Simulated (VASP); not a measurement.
# AgRh (P-6m2) in VASP: a series of runs

The runs below take AgRh through single point, with PBE.

Everything below comes from runs of VASP 6.6.1. Logs are shortened: lines on timing, memory, paths and dates and some standing lists are left out, and cuts for length are marked.

### Step 1. The cell of the first run

The structure is hexagonal, space group P-6m2 (No. 187). The conventional cell has a = 2.778 Å, b = 2.778 Å, c = 4.809 Å, α = 90.00°, β = 90.00°, γ = 120.00°. Ag (site symmetry -6m2) has 6 Ag at 2.78 Å and 6 Rh at 2.89 Å within 3.7 Å. Rh (site symmetry -6m2) has 6 Rh at 2.78 Å and 6 Ag at 2.89 Å within 3.7 Å.

### Step 2. Single point, PBE, collinear spin, ferromagnetic start

Contents of INCAR:

```
SYSTEM = AgRh
ALGO = Normal
EDIFF = 1E-7
ENCUT = 520
GGA = PE
ISIF = 2
ISMEAR = -1
ISPIN = 2
LASPH = .TRUE.
LCHARG = .FALSE.
LMAXMIX = 4
LORBIT = 11
LREAL = .FALSE.
LWAVE = .FALSE.
MAGMOM = 0 1
NBANDS = 24
NELM = 150
PREC = Accurate
SIGMA = 0.05
```

Contents of KPOINTS:

```
k-points
0
G
  14 14 7
  0 0 0
```

Contents of POSCAR:

```
AgRh
1.0
    2.7775881998      0.0000000000      0.0000000000
   -1.3887940999      2.4054619423      0.0000000000
    0.0000000000      0.0000000000      4.8086020000
Ag Rh
1 1
Direct
    0.0000000000      0.0000000000      0.5000000000
    0.6666666667      0.3333333333      0.0000000000
```

Potentials or basis: VASP PAW PBE potentials, release 64 (Ag, Rh_pv).

Launch:

```bash
> cat potpaw_PBE.64/Ag/POTCAR potpaw_PBE.64/Rh_pv/POTCAR > POTCAR
> mpirun -np 1 vasp_std > vasp.out
```

OUTCAR:

```text
SYSTEM = AgRh
   EDIFF = 1E-7
   ENCUT = 520
   GGA = PE
   ISIF = 2
   ISMEAR = -1
   ISPIN = 2
   LASPH = .TRUE.
   LORBIT = 11
   LREAL = .FALSE.
   NELM = 150
   PREC = Accurate

 ion  position               nearest neighbor table
   1  0.000  0.000  0.500-   2 2.89   2 2.89   2 2.89   2 2.89   2 2.89   2 2.89
   2  0.667  0.333  0.000-   1 2.89   1 2.89   1 2.89   1 2.89   1 2.89   1 2.89

  LATTYP: Found a hexagonal cell.
 ALAT       =     2.7775881998
 C/A-ratio  =     1.7312148721

  Lattice vectors:

 A1 = (   2.7775881998,   0.0000000000,   0.0000000000)
 A2 = (  -1.3887940999,   2.4054619423,   0.0000000000)
 A3 = (   0.0000000000,   0.0000000000,   4.8086020000)

Analysis of symmetry for initial positions (statically):
=====================================================================
 Subroutine PRICEL returns:
 Original cell was already a primitive cell.

 Routine SETGRP: Setting up the symmetry group for a
 hexagonal supercell.

 Subroutine GETGRP returns: Found 12 space group operations
 (whereof 12 operations were pure point group operations)
 out of a pool of 24 trial point group operations.

The static configuration has the point symmetry D_3h.

Analysis of symmetry for dynamics (positions and initial velocities):
=====================================================================
 Subroutine PRICEL returns:
 Original cell was already a primitive cell.

 Routine SETGRP: Setting up the symmetry group for a
 hexagonal supercell.

 Subroutine GETGRP returns: Found 12 space group operations
 (whereof 12 operations were pure point group operations)
 out of a pool of 24 trial point group operations.

The dynamic configuration has the point symmetry D_3h.

Analysis of structural, dynamic, and magnetic symmetry:
=====================================================================
 Subroutine PRICEL returns:
 Original cell was already a primitive cell.

 Routine SETGRP: Setting up the symmetry group for a
 hexagonal supercell.

 Subroutine GETGRP returns: Found 12 space group operations
 (whereof 12 operations were pure point group operations)
 out of a pool of 24 trial point group operations.

The overall configuration has the point symmetry D_3h.

 Subroutine INISYM returns: Found 12 space group operations
 (whereof 12 operations are pure point group operations),
 and found     1 'primitive' translations

----------------------------------------------------------------------------------------

                                     Primitive cell

  volume of cell :      32.1281

  direct lattice vectors                    reciprocal lattice vectors
     2.777588200  0.000000000  0.000000000     0.360024571  0.207860283  0.000000000
    -1.388794100  2.405461942  0.000000000     0.000000000  0.415720566  0.000000000
     0.000000000  0.000000000  4.808602000     0.000000000  0.000000000  0.207960651

  length of vectors
     2.777588200  2.777588200  4.808602000     0.415720566  0.415720566  0.207960651

  position of ions in fractional coordinates (direct lattice)
     0.000000000  0.000000000  0.500000000
     0.666666667  0.333333333  0.000000000

  ion indices of the primitive-cell ions
   primitive index   ion index
                 1           1
                 2           2

----------------------------------------------------------------------------------------

 KPOINTS: k-points

Automatic generation of k-mesh.
 Grid dimensions read from file:
 generate k-points for:   14   14    7

 Generating k-lattice:

  Cartesian coordinates                     Fractional coordinates (reciprocal lattice)
     0.025716041  0.014847163  0.000000000     0.071428571  0.000000000  0.000000000
     0.000000000  0.029694326  0.000000000     0.000000000  0.071428571  0.000000000
     0.000000000  0.000000000  0.029708664     0.000000000  0.000000000  0.142857143

  Length of vectors
     0.029694326  0.029694326  0.029708664

  Shift w.r.t. Gamma in fractional coordinates (k-lattice)
     0.000000000  0.000000000  0.000000000

 Subroutine IBZKPT returns following result:
 ===========================================

 Found     96 irreducible k-points:

 Following reciprocal coordinates:
            Coordinates               Weight
  0.000000  0.000000  0.000000      1.000000
  0.071429  0.000000  0.000000      6.000000
  0.142857  0.000000  0.000000      6.000000
  0.214286  0.000000  0.000000      6.000000
  0.285714  0.000000  0.000000      6.000000
  0.357143  0.000000  0.000000      6.000000
[... 16 lines left out ...]
  0.285714  0.285714  0.000000      6.000000
  0.357143  0.285714  0.000000      6.000000
 [... further k-points ...]
   k-points           NKPTS =     96   k-points in BZ     NKDIM =     96   number of bands    NBANDS=     24
   number of dos      NEDOS =    301   number of ions     NIONS =      2
   total plane-waves  NPLWV =  20736
   dimension x,y,z NGX =    24 NGY =   24 NGZ =   36
   dimension x,y,z NGXF=    48 NGYF=   48 NGZF=   72
   ions per type =               1   1
   NGX,Y,Z   is equivalent  to a cutoff of  14.36, 14.36, 12.45 a.u.
   NGXF,Y,Z  is equivalent  to a cutoff of  28.73, 28.73, 24.89 a.u.
 SYSTEM =  AgRh
   PREC   = accura    normal or accurate (medium, high low for compatibility)
   ISTART =      0    job   : 0-new  1-cont  2-samecut
   ICHARG =      2    charge: 1-file 2-atom 10-const
   ISPIN  =      2    spin polarized calculation?
   LNONCOLLINEAR =      F non collinear calculations
   LSORBIT =      F    spin-orbit coupling
   LASPH  =      T    aspherical Exc in radial PAW
   ENCUT  =  520.0 eV  38.22 Ry    6.18 a.u.   5.16  5.16  8.94*2*pi/ulx,y,z
   NELM   =    150;   NELMIN=  2; NELMDL= -5     # of ELM steps
   EDIFF  = 0.1E-06   stopping-criterion for ELM
   LREAL  =      F    real-space projection
   EDIFFG = 0.1E-05   stopping-criterion for IOM
   NSW    =      0    number of steps for IOM
   IBRION =     -1    ionic relax: 0-MD 1-quasi-New 2-CG
   NFREE  =      0    steps in history (QN), initial steepest desc. (CG)
   ISIF   =      2    stress and relaxation
   ISYM   =      2    0-nonsym 1-usesym 2-fastsym
   POTIM  = 0.5000    time-step for ionic-motion
   TEBEG  =    0.0;   TEEND  =   0.0 temperature during run
   PSTRESS=    0.0 pullay stress
   NELECT =      26.0000    total number of electrons
   NUPDOWN=      -1.0000    fix difference up-down
   EMIN   =  10.00;   EMAX   =-10.00  energy-range for DOS
   EFERMI =   0.00;   METHOD = LEGACY
   ISMEAR =    -1;   SIGMA  =   0.05  broadening in eV -4-tet -1-fermi 0-gaus
   EFERMI_NEDOS =   21; number of points for ismear=-14 and -15
   IALGO  =     38    algorithm
   IMIX   =      4    mixing-type and parameters
     AMIX     =   0.40;   BMIX     =  1.00
     AMIX_MAG =   1.60;   BMIX_MAG =  1.00
  volume/ion in A,a.u.               =      16.06       108.41
  Fermi-wavevector in a.u.,A,eV,Ry     =   1.525589  2.882945 31.666497  2.327422
  Thomas-Fermi vector in A             =   2.633739
   LORBIT       =     11    0 simple, 1 ext, 2 COOP (PROOUT), +10 PAW based schemes
   GGA     = PE    functional components
   LHFCALC =     F    Hartree Fock is set to
   AEXX    =    0.0000 exact exchange contribution
   IVDW    =     0    specifies the selected vdW correction
   LEPSILON=     F    determine dielectric tensor
   LRPA    =     F    only Hartree local field effects (RPA)
 spin polarized calculation
  energy-cutoff  :      520.00
  volume of cell :       32.13
 maximum number of plane-waves:       877
 NGX is ok and might be reduce to    24
   NGX = 11   NGY = 11   NGZ = 17

 number of electron      25.9999997 magnetization       0.4603196

 Free energy of the ion-electron system (eV)
  ---------------------------------------------------
  ext. energy  EPLUGINS =         0.00000000
  ---------------------------------------------------
  free energy    TOTEN  =        -9.45895793 eV

  energy without entropy =       -9.44020907  energy(sigma->0) =       -9.44958350

 E-fermi :   8.8660     XC(G=0): -12.7902

 val. band max:        8.8637656066   @ k =   0.2857   0.0714   0.1429
 cond. band min:       8.8666513620   @ k =   0.4286   0.0000   0.1429
 fundamental gap:      0.0028857554
 Fermi energy:         8.8659986273

 spin component 1

 k-point     1 :       0.0000    0.0000    0.0000
  band No.  band energies     occupation
      1     -37.0406      1.00000
      2     -36.9821      1.00000
      3     -36.9821      1.00000
      4       1.6694      1.00000
      5       3.1012      1.00000
      6       4.5670      1.00000
[... 16 lines left out ...]
     23      32.2581      0.00000
     24      32.2581      0.00000
[... 598 lines left out ...]
      2     -37.2282      1.00000
      3     -36.9807      1.00000
      4       3.7970      1.00000
      5       4.0572      1.00000
      6       4.4826      1.00000
[... 16 lines left out ...]
     23      30.2840      0.00000
     24      33.1257      0.00000

 [... further k-points ...]

 spin component 2

 k-point     1 :       0.0000    0.0000    0.0000
  band No.  band energies     occupation
      1     -36.6731      1.00000
      2     -36.6731      1.00000
      3     -36.5946      1.00000
      4       1.6836      1.00000
      5       3.1211      1.00000
      6       4.5766      1.00000
[... 16 lines left out ...]
     23      32.3036      0.00000
     24      32.3036      0.00000
[... 598 lines left out ...]
      2     -36.9223      1.00000
      3     -36.5338      1.00000
      4       3.8742      1.00000
      5       4.0779      1.00000
      6       4.5086      1.00000
[... 16 lines left out ...]
     23      30.8308      0.00000
     24      33.1535      0.00000

 [... further k-points ...]

------------------------ aborting loop because EDIFF is reached ----------------------------------------

  FORCE on cell =-STRESS in cart. coord.  units (eV):
  Direction    XX          YY          ZZ          XY          YZ          ZX
  --------------------------------------------------------------------------------------
  -------------------------------------------------------------------------------------
  Total       -0.3862131     -0.3862131     -0.5107270     -0.0000000     -0.0000000      0.0000000
  in kB      -19.2598280    -19.2598280    -25.4691352     -0.0000000     -0.0000000      0.0000000
  external PRESSURE =     -21.3295971 kB  Pullay stress =       0.0000000 kB

 VOLUME and BASIS-vectors are now :
 -----------------------------------------------------------------------------
  energy-cutoff  :      520.00
  volume of cell :       32.13
      direct lattice vectors                 reciprocal lattice vectors
     2.777588200  0.000000000  0.000000000     0.360024571  0.207860283  0.000000000
    -1.388794100  2.405461942  0.000000000     0.000000000  0.415720566  0.000000000
     0.000000000  0.000000000  4.808602000     0.000000000  0.000000000  0.207960651

 POSITION                                       TOTAL-FORCE (eV/Angst)
 -----------------------------------------------------------------------------------
      0.00000      0.00000      2.40430        -0.000000      0.000000      0.000000
      1.38879      0.80182      0.00000         0.000000      0.000000      0.000000
 -----------------------------------------------------------------------------------
    total drift:                               -0.000000      0.000000      0.000000

  FREE ENERGIE OF THE ION-ELECTRON SYSTEM (eV)
  ---------------------------------------------------
  free  energy   TOTEN  =        -9.4589579311 eV

  energy  without entropy=       -9.4402090702  energy(sigma->0) =       -9.44958350

 total charge

# of ion       s       p       d       tot
------------------------------------------
    1        0.427   0.348   9.155   9.929
    2        0.349   6.187   7.080  13.616
--------------------------------------------------
tot          0.776   6.535  16.234  23.545

 magnetization (x)

# of ion       s       p       d       tot
------------------------------------------
    1       -0.004  -0.007   0.025   0.014
    2        0.001  -0.001   0.450   0.451
--------------------------------------------------
tot         -0.002  -0.008   0.475   0.465
```

It took 2.4 min on 1 thread of Intel Xeon 8259CL, shared host; peak memory 0.25 GiB.

What came out:

- Free energy: -9.4590 eV
- Pressure: -2.1 GPa
- Net moment: 0.46 μB per cell
- Site moments: Ag +0.01; Rh +0.45 μB
- Valence electrons inside the program's atomic spheres: Ag 9.93; Rh 13.62

(Part 1 of 2 ends here.)
